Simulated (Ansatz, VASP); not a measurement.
**Sb2O: VASP beside Ansatz**

```
CELL_PARAMETERS angstrom
-1.84988 1.84988 4.78016
1.84988 -1.84988 4.78016
1.84988 1.84988 -4.78016
ATOMIC_POSITIONS crystal
Sb 0.66033 0.66033 0.00000
Sb 0.33967 0.33967 0.00000
O 0.00000 0.00000 0.00000
```

Change from the starting cell: species swapped into the MnAu2 type (I4/mmm, No. 139).

Alike in both runs: task single point; functional PBE; k mesh 6 × 6 × 6; occupations gaussian, width 0.1 eV; no spin polarisation.

|  | VASP | Ansatz |
| --- | --- | --- |
| version | VASP 6.6.1 | Ansatz 0.2.0 |
| potentials or method | VASP PAW PBE potentials, release 64 (Sb, O), cutoff 520 eV | scalar-relativistic, plane waves, PAW |
| valence electrons in the cell | 16 | 36 |

|  | VASP | Ansatz | Ansatz less VASP |
| --- | --- | --- | --- |
| gap on the k mesh at the Fermi level (eV) | none | none | - |
| pressure (GPa) | -7.0 | -6.8 | +0.22 |
| traceless stress, the component that is largest in VASP (GPa) | -1.46 | -1.40 | +0.055 |
| rms of the force components (eV/Å) | 0.355 | 0.353 | -0.0017 |

Atom by atom the forces differ by 0.002 eV/Å (rms over components). A gap of «none» marks a metal or a gap that the smearing closes. The functional is the same, so the differences come from potentials, cutoffs and numerics. VASP's potentials hold 16 valence electrons a cell and Ansatz's 36, so a difference there can come from the potentials and not from the codes.

The k mesh is coarse, so the values compare programs but aren't converged. Neither program's run includes spin-orbit coupling.
